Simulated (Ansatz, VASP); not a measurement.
AlCu3 in VASP and in Ansatz

INCAR

```
SYSTEM = AlCu3
PREC     = Accurate       ! precision mode
ENCUT    = 520            ! plane-wave cutoff, eV
EDIFF    = 1E-6           ! SCF threshold, eV
ISMEAR   = -1             ! smearing method
SIGMA    = 0.15           ! smearing width, eV
LREAL    = .False.        ! projectors in reciprocal space
LASPH    = .True.         ! aspherical terms in the spheres
NELM     = 60             ! most SCF steps
ALGO     = Normal         ! electronic algorithm
ISIF     = 2              ! what is computed and relaxed
LWAVE    = .False.        ! write WAVECAR
LCHARG   = .False.        ! write CHGCAR
NBANDS   = 26             ! bands
```

KPOINTS

```
Automatic mesh
0
Gamma
  12 12 12
  0 0 0
```

The input POSCAR:

```
AlCu3
1.0
    3.5654866171      0.0000000000      0.0000000000
    0.0000000000      3.5654866171      0.0000000000
    0.0000000000      0.0000000000      3.5654866171
Al Cu
1 3
Direct
    0.0000000000      0.0000000000      0.0000000000
    0.5000000000      0.5000000000      0.0000000000
    0.5000000000      0.0000000000      0.5000000000
    0.0000000000      0.5000000000      0.5000000000
```

Input for Ansatz:

```yaml
crystal:
  lattice:
    - [3.5654866171, 0.0, 0.0]
    - [0.0, 3.5654866171, 0.0]
    - [0.0, 0.0, 3.5654866171]
  atoms:
    - { symbol: Al, position: [0.0, 0.0, 0.0] }
    - { symbol: Cu, position: [0.5, 0.5, 0.0] }
    - { symbol: Cu, position: [0.5, 0.0, 0.5] }
    - { symbol: Cu, position: [0.0, 0.5, 0.5] }
basis:
  ecutwfc: 420
kpoints:
  mp_grid: { grid: [12, 12, 12] }
hamiltonian:
  xc: lda
scf:
  occupations: { method: fermi_dirac, width: 0.15 }
output:
  forces: true
  stress: true
  eigenvalues: true
```

Alike in both runs: task single point; functional LDA; k mesh 12 × 12 × 12; occupations fermi-dirac, width 0.15 eV; no spin polarisation.

|  | VASP | Ansatz |
| --- | --- | --- |
| version | VASP 6.6.1 | Ansatz 0.2.0 |
| potentials or method | VASP PAW LDA potentials, release 64 (Al, Cu), cutoff 520 eV | scalar-relativistic, plane waves, PAW |
| valence electrons in the cell | 36 | 60 |

```tsv
	VASP	Ansatz	Ansatz less VASP
gap on the k mesh at the Fermi level (eV)	none	none	-
pressure (GPa)	4.1	3.5	-0.55
```

LDA's correlation is that of Perdew and Zunger in VASP and of Perdew and Wang (1992) in Ansatz. A gap of «none» marks a metal or a gap that the smearing closes. VASP's potentials hold 36 valence electrons a cell and Ansatz's 60, so a difference there can come from the potentials and not from the codes.
